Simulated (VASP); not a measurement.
# Ge (Im-3m) in VASP: a series of runs, part 3 of 3

VASP 6.6.1. Earlier steps stand in the parts before.

## Step 4: Single point, LDA (volume scaled by 0.45)

File INCAR:

```
  PREC = Accurate
  ENCUT = 520
  EDIFF = 1E-6
  ISMEAR = -1
  SIGMA = 0.1
  LREAL = F
  LASPH = T
  NELM = 100
  ALGO = Normal
  ISIF = 2
  LWAVE = F
  LCHARG = F
  NBANDS = 13
```

File KPOINTS:

```
Automatic mesh
0
Gamma
  18 18 18
```

File POSCAR:

```
Ge
1.0
   -1.2629098012      1.2629098012      1.2629098012
    1.2629098012     -1.2629098012      1.2629098012
    1.2629098012      1.2629098012     -1.2629098012
Ge
1
Direct
    0.0000000000      0.0000000000      0.0000000000
```

Potentials or basis: VASP PAW LDA potentials, release 64 (Ge_d).

Started as:

```console
cat potpaw_LDA.64/Ge_d/POTCAR > POTCAR
mpirun -np 1 vasp_std > vasp.out
```

OUTCAR:

```text
PREC = Accurate
   ENCUT = 520
   EDIFF = 1E-6
   ISMEAR = -1
   LREAL = F
   LASPH = T
   NELM = 100
   ISIF = 2

 ion  position               nearest neighbor table
   1  0.000  0.000  0.000-

  LATTYP: Found a body centered cubic cell.
 ALAT       =     2.5258196024

  Lattice vectors:

 A1 = (  -1.2629098012,   1.2629098012,   1.2629098012)
 A2 = (   1.2629098012,  -1.2629098012,   1.2629098012)
 A3 = (   1.2629098012,   1.2629098012,  -1.2629098012)

Analysis of symmetry for initial positions (statically):
=====================================================================
 Subroutine PRICEL returns:
 Original cell was already a primitive cell.

 Routine SETGRP: Setting up the symmetry group for a
 body centered cubic supercell.

 Subroutine GETGRP returns: Found 48 space group operations
 (whereof 48 operations were pure point group operations)
 out of a pool of 48 trial point group operations.

The static configuration has the point symmetry O_h .

Analysis of symmetry for dynamics (positions and initial velocities):
=====================================================================
 Subroutine PRICEL returns:
 Original cell was already a primitive cell.

 Routine SETGRP: Setting up the symmetry group for a
 body centered cubic supercell.

 Subroutine GETGRP returns: Found 48 space group operations
 (whereof 48 operations were pure point group operations)
 out of a pool of 48 trial point group operations.

The dynamic configuration has the point symmetry O_h .

 Subroutine INISYM returns: Found 48 space group operations
 (whereof 48 operations are pure point group operations),
 and found     1 'primitive' translations

----------------------------------------------------------------------------------------

                                     Primitive cell

  volume of cell :       8.0571

  direct lattice vectors                    reciprocal lattice vectors
    -1.262909801  1.262909801  1.262909801     0.000000000  0.395911093  0.395911093
     1.262909801 -1.262909801  1.262909801     0.395911093  0.000000000  0.395911093
     1.262909801  1.262909801 -1.262909801     0.395911093  0.395911093  0.000000000

  length of vectors
     2.187423941  2.187423941  2.187423941     0.559902837  0.559902837  0.559902837

  position of ions in fractional coordinates (direct lattice)
     0.000000000  0.000000000  0.000000000

  ion indices of the primitive-cell ions
   primitive index   ion index
                 1           1

----------------------------------------------------------------------------------------

 KPOINTS: Automatic mesh

Automatic generation of k-mesh.
 Grid dimensions read from file:
 generate k-points for:   18   18   18

 Generating k-lattice:

  Cartesian coordinates                     Fractional coordinates (reciprocal lattice)
     0.000000000  0.021995061  0.021995061     0.055555556  0.000000000  0.000000000
     0.021995061  0.000000000  0.021995061     0.000000000  0.055555556  0.000000000
     0.021995061  0.021995061  0.000000000     0.000000000  0.000000000  0.055555556

  Length of vectors
     0.031105713  0.031105713  0.031105713

  Shift w.r.t. Gamma in fractional coordinates (k-lattice)
     0.000000000  0.000000000  0.000000000

 Subroutine IBZKPT returns following result:
 ===========================================

 Found    195 irreducible k-points:

 Following reciprocal coordinates:
            Coordinates               Weight
  0.000000  0.000000  0.000000      1.000000
  0.055556  0.000000  0.000000     12.000000
  0.111111  0.000000  0.000000     12.000000
  0.166667  0.000000  0.000000     12.000000
  0.222222  0.000000  0.000000     12.000000
  0.277778  0.000000  0.000000     12.000000
[... 16 lines left out ...]
  0.333333  0.111111  0.000000     48.000000
  0.388889  0.111111  0.000000     48.000000
 [... further k-points ...]
   k-points           NKPTS =    195   k-points in BZ     NKDIM =    195   number of bands    NBANDS=     13
   number of dos      NEDOS =    301   number of ions     NIONS =      1
   total plane-waves  NPLWV =   4096
   dimension x,y,z NGX =    16 NGY =   16 NGZ =   16
   dimension x,y,z NGXF=    32 NGYF=   32 NGZF=   32
   ions per type =               1
   NGX,Y,Z   is equivalent  to a cutoff of  12.16, 12.16, 12.16 a.u.
   NGXF,Y,Z  is equivalent  to a cutoff of  24.32, 24.32, 24.32 a.u.
 SYSTEM =  unknown system
   PREC   = accura    normal or accurate (medium, high low for compatibility)
   ISTART =      0    job   : 0-new  1-cont  2-samecut
   ICHARG =      2    charge: 1-file 2-atom 10-const
   ISPIN  =      1    spin polarized calculation?
   LNONCOLLINEAR =      F non collinear calculations
   LSORBIT =      F    spin-orbit coupling
   LASPH  =      T    aspherical Exc in radial PAW
   ENCUT  =  520.0 eV  38.22 Ry    6.18 a.u.   4.07  4.07  4.07*2*pi/ulx,y,z
   NELM   =    100;   NELMIN=  2; NELMDL= -5     # of ELM steps
   EDIFF  = 0.1E-05   stopping-criterion for ELM
   LREAL  =      F    real-space projection
   EDIFFG = 0.1E-04   stopping-criterion for IOM
   NSW    =      0    number of steps for IOM
   IBRION =     -1    ionic relax: 0-MD 1-quasi-New 2-CG
   NFREE  =      0    steps in history (QN), initial steepest desc. (CG)
   ISIF   =      2    stress and relaxation
   ISYM   =      2    0-nonsym 1-usesym 2-fastsym
   POTIM  = 0.5000    time-step for ionic-motion
   TEBEG  =    0.0;   TEEND  =   0.0 temperature during run
   PSTRESS=    0.0 pullay stress
   NELECT =      14.0000    total number of electrons
   NUPDOWN=      -1.0000    fix difference up-down
   EMIN   =  10.00;   EMAX   =-10.00  energy-range for DOS
   EFERMI =   0.00;   METHOD = LEGACY
   ISMEAR =    -1;   SIGMA  =   0.10  broadening in eV -4-tet -1-fermi 0-gaus
   EFERMI_NEDOS =   21; number of points for ismear=-14 and -15
   IALGO  =     38    algorithm
   IMIX   =      4    mixing-type and parameters
     AMIX     =   0.40;   BMIX     =  1.00
     AMIX_MAG =   1.60;   BMIX_MAG =  1.00
  volume/ion in A,a.u.               =       8.06        54.37
  Fermi-wavevector in a.u.,A,eV,Ry     =   1.968151  3.719267 52.703801  3.873620
  Thomas-Fermi vector in A             =   2.991460
   LORBIT       =      0    0 simple, 1 ext, 2 COOP (PROOUT), +10 PAW based schemes
   GGA     = CA    functional components
   LHFCALC =     F    Hartree Fock is set to
   AEXX    =    0.0000 exact exchange contribution
   IVDW    =     0    specifies the selected vdW correction
   LEPSILON=     F    determine dielectric tensor
   LRPA    =     F    only Hartree local field effects (RPA)
 non-spin polarized calculation
  energy-cutoff  :      520.00
  volume of cell :        8.06
 maximum number of plane-waves:       236
   NGX =  9   NGY =  9   NGZ =  9

 number of electron      13.9999976 magnetization

 Free energy of the ion-electron system (eV)
  ---------------------------------------------------
  ext. energy  EPLUGINS =         0.00000000
  ---------------------------------------------------
  free energy    TOTEN  =         0.77786673 eV

  energy without entropy =        0.78670312  energy(sigma->0) =        0.78228493

 E-fermi :  20.4470     XC(G=0): -16.6944

 val. band max:       20.4392675332   @ k =  -0.2778   0.3889   0.1111
 cond. band min:      20.5061973461   @ k =   0.3333   0.1667   0.1667
 fundamental gap:      0.0669298130
 Fermi energy:        20.4470100241

 k-point     1 :       0.0000    0.0000    0.0000
  band No.  band energies     occupation
      1      -6.5069      2.00000
      2      -6.5069      2.00000
      3      -6.5069      2.00000
      4      -5.7424      2.00000
      5      -5.7424      2.00000
      6      -3.4697      2.00000
      7      41.6598      0.00000
      8      41.6598      0.00000
      9      41.6598      0.00000
     10      42.9642      0.00000
     11      42.9642      0.00000
     12      42.9642      0.00000
     13      44.9761      0.00000
[... 353 lines left out ...]
 k-point    24 :       0.3889    0.1111    0.0000
  band No.  band energies     occupation
      1      -6.8902      2.00000
      2      -6.8052      2.00000
      3      -5.7993      2.00000
      4      -5.7654      2.00000
      5      -5.3873      2.00000
      6       6.9178      2.00000
      7      13.1126      2.00000
      8      25.6556      0.00000
      9      30.1720      0.00000
     10      37.3359      0.00000
     11      42.5193      0.00000
     12      48.7743      0.00000
     13      53.7817      0.00000

 [... further k-points ...]

------------------------ aborting loop because EDIFF is reached ----------------------------------------

  FORCE on cell =-STRESS in cart. coord.  units (eV):
  Direction    XX          YY          ZZ          XY          YZ          ZX
  --------------------------------------------------------------------------------------
  -------------------------------------------------------------------------------------
  Total       19.4371697     19.4371697     19.4371697     -0.0000000     -0.0000000      0.0000000
  in kB     3865.1523498   3865.1523498   3865.1523498     -0.0000000     -0.0000000      0.0000000
  external PRESSURE =    3865.1523498 kB  Pullay stress =       0.0000000 kB

 VOLUME and BASIS-vectors are now :
 -----------------------------------------------------------------------------
  energy-cutoff  :      520.00
  volume of cell :        8.06
      direct lattice vectors                 reciprocal lattice vectors
    -1.262909801  1.262909801  1.262909801     0.000000000  0.395911093  0.395911093
     1.262909801 -1.262909801  1.262909801     0.395911093  0.000000000  0.395911093
     1.262909801  1.262909801 -1.262909801     0.395911093  0.395911093  0.000000000

 POSITION                                       TOTAL-FORCE (eV/Angst)
 -----------------------------------------------------------------------------------
      0.00000      0.00000      0.00000        -0.000000      0.000000      0.000000
 -----------------------------------------------------------------------------------
    total drift:                                0.000000      0.000000     -0.000000

  FREE ENERGIE OF THE ION-ELECTRON SYSTEM (eV)
  ---------------------------------------------------
  free  energy   TOTEN  =         0.7778667269 eV

  energy  without entropy=        0.7867031234  energy(sigma->0) =        0.78228493
```

stdout:

```text
POSCAR found type information on POSCAR Ge
 POSCAR found :  1 types and       1 ions
 scaLAPACK will be used
 LDA part: xc-table for (Slater(with rela. corr.)+CA(PZ))
 , standard interpolation
 POSCAR, INCAR and KPOINTS ok, starting setup
 FFT: planning ... GRIDC
 FFT: planning ... GRID_SOFT
 FFT: planning ... GRID
 WAVECAR not read
 entering main loop
```

Run time: 7.2 s. Hardware: 1 thread of AMD EPYC 9R45 (Zen 5), shared host; peak memory 0.09 GiB.

What came out:

```yaml
Free_energy: 0.7779 eV
Pressure: 386.5 GPa
Band_gap_on_the_k_mesh: zero (band 7 reaches 41.66 eV, above the bottom of band 8 at 14.95 eV)
```

## Step 5: Single point, LDA (volume scaled by 0.45)

File INCAR:

```
SYSTEM = Ge
PREC     = Accurate       ! precision mode
ENCUT    = 520            ! plane-wave cutoff, eV
EDIFF    = 1E-6           ! SCF threshold, eV
ISMEAR   = -1             ! smearing method
SIGMA    = 0.1            ! smearing width, eV
LREAL    = .False.        ! projectors in reciprocal space
LASPH    = .True.         ! aspherical terms in the spheres
NELM     = 100            ! most SCF steps
ALGO     = Normal         ! electronic algorithm
ISIF     = 2              ! what is computed and relaxed
LWAVE    = .False.        ! write WAVECAR
LCHARG   = .False.        ! write CHGCAR
GGA      = CA             ! functional
NBANDS   = 13             ! bands
```

File KPOINTS:

```
regular mesh
0
Gamma
  18 18 18
  0 0 0
```

POSCAR is that of step 4.

Started as:

```console
cat potpaw_LDA.64/Ge_d/POTCAR > POTCAR
mpirun -np 1 vasp_std > vasp.out
```

Wall time 7.3 s (1 thread of AMD EPYC 9R45 (Zen 5), shared host); peak memory 0.09 GiB.

It converged, with:

```
Free energy            : 0.7779 eV
Pressure               : 386.5 GPa
Band gap on the k mesh : zero (band 7 reaches 41.66 eV, above the bottom of band 8 at 14.95 eV)
```

Levels at points of the mesh, in eV from the Fermi level:
```
           k point  band 3  band 4  band 5  band 6  band 7  band 8  band 9  band 10  band 11  band 12
(0.00, 0.00, 0.00)  -26.95  -26.19  -26.19  -23.92   21.21   21.21   21.21    22.52    22.52    22.52
(0.50, 0.00, 0.00)  -26.22  -26.16  -25.70  -12.56   -9.49    9.37   10.80    13.77    18.11    31.72
(0.50, 0.50, 0.50)  -25.82  -25.82  -25.82   -1.93   -1.93   -1.93    3.52     3.52     6.80    37.24
```

## Step 6: Summary

| task | cell | cutoff (eV) | gap on the mesh (eV) | pressure (GPa) |
| --- | --- | --- | --- | --- |
| relaxation of cell and atoms | relaxed from a = 2.912 Å, angles 109.5°, 1 atom | 600 | none | 0.0 |
| single point | a = 2.103 Å, angles 109.5°, 1 atom | 520 | none | 580.6 |
| single point | a = 2.187 Å, angles 109.5°, 1 atom | 520 | none | 386.5 |

Alike in all rows: level LDA; potentials or basis VASP PAW LDA potentials, release 64 (Ge_d); no spin polarisation; k mesh 18 × 18 × 18; smearing fermi-dirac 0.1 eV.

Absolute energies hang on the potentials; compare differences alone.
